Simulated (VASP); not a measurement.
Input of a VASP 6.6.1 run:

INCAR

```
SYSTEM = Ag
PREC = Accurate
ENCUT = 520
EDIFF = 1E-7
ISMEAR = -1
SIGMA = 0.13605693000000002
LREAL = .FALSE.
LASPH = .TRUE.
NELM = 60
ALGO = Normal
ISIF = 2
LWAVE = .FALSE.
LCHARG = .FALSE.
GGA = PS
NBANDS = 12
```

The input KPOINTS:

```
regular mesh
0
G
  14 14 14
  0 0 0
```

The input POSCAR:

```
Ag
1.0
    0.0000000000      2.0298441159      2.0298441159
    2.0298441159      0.0000000000      2.0298441159
    2.0298441159      2.0298441159      0.0000000000
Ag
1
Direct
    0.0000000000      0.0000000000      0.0000000000
```

Potentials or basis: VASP PAW PBE potentials, release 64 (Ag).

The run is started by

```sh
$ cat potpaw_PBE.64/Ag/POTCAR > POTCAR
$ mpirun -np 1 vasp_std > vasp.out
```

Q: Predict the pressure.

A: -0.7 GPa.

Caveat: the PAW data sets were made with another functional, which shifts forces and pressure a little.
